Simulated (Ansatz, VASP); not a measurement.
# BAs in VASP and in Ansatz

Contents of INCAR:

```
PREC     = Accurate       # precision mode
ENCUT    = 520            # plane-wave cutoff, eV
EDIFF    = 1E-6           # SCF threshold, eV
ISMEAR   = -1             # smearing method
SIGMA    = 0.02           # smearing width, eV
LREAL    = F              # projectors in reciprocal space
LASPH    = T              # aspherical terms in the spheres
NELM     = 100            # most SCF steps
ALGO     = Normal         # electronic algorithm
ISIF     = 2              # what is computed and relaxed
LWAVE    = F              # write WAVECAR
LCHARG   = F              # write CHGCAR
GGA      = PE             # functional
NBANDS   = 11             # bands
```

File KPOINTS:

```
regular mesh
0
Gamma
  10 10 10
```

File POSCAR:

```
BAs
1.0
    0.0000000000      2.3918676041      2.4875423082
    2.3918676041      0.0000000000      2.4875423082
    2.3918676041      2.3918676041      0.0000000000
B As
1 1
Direct
    0.0000000000      0.0000000000      0.0000000000
    0.2500000000      0.2500000000      0.2500000000
```

Input for Ansatz:

```yaml
crystal:
  lattice:
    - [0.0, 2.3918676041, 2.4875423082]
    - [2.3918676041, 0.0, 2.4875423082]
    - [2.3918676041, 2.3918676041, 0.0]
  atoms:
    - { symbol: B, position: [0.0, 0.0, 0.0] }
    - { symbol: As, position: [0.25, 0.25, 0.25] }
kpoints:
  mp_grid: { grid: [10, 10, 10] }
  band_path:
    path:
      - [0.0, 0.0, 0.0]
      - [-0.5, -0.5, 0.0]
      - [-0.375, -0.375, 0.25]
      - [-0.375, 0.0, 0.375]
      - [0.0, 0.0, 0.5]
      - [-0.5, -0.25, 0.25]
      - [0.0, 0.395833, 0.395833]
    npoints: 1
hamiltonian:
  xc: pbe
scf:
  occupations: { method: fermi_dirac, width: 0.02 }
  n_extra_bands: 4
output:
  forces: true
  stress: true
  eigenvalues: true
```

Change from the starting cell: uniaxial_z strain +4.0%.

Alike in both runs: task single point; functional PBE; k mesh 10 × 10 × 10; occupations fermi-dirac, width 0.02 eV; no spin polarisation.

|  | VASP | Ansatz |
| --- | --- | --- |
| version | VASP 6.6.1 | Ansatz 0.2.0 |
| potentials or method | VASP PAW PBE potentials, release 64 (B, As) | plane waves, PAW |
| plane-wave cutoff (eV) | 520 | 420 |
| valence electrons in the cell | 8 | 18 |

Ansatz gave:

- gap on the k mesh at the Fermi level (eV): 0.94
- pressure (GPa): -2.9
- traceless stress, the component that is largest in VASP (GPa): -5.50

Problem. What did VASP give for the same quantities?

Solution. gap on the k mesh at the Fermi level (eV): 0.93; pressure (GPa): -2.4; traceless stress, the component that is largest in VASP (GPa): -5.48.

The functional is the same, so the differences come from potentials, cutoffs and numerics. VASP's potentials hold 8 valence electrons a cell and Ansatz's 18, so a difference there can come from the potentials and not from the codes.
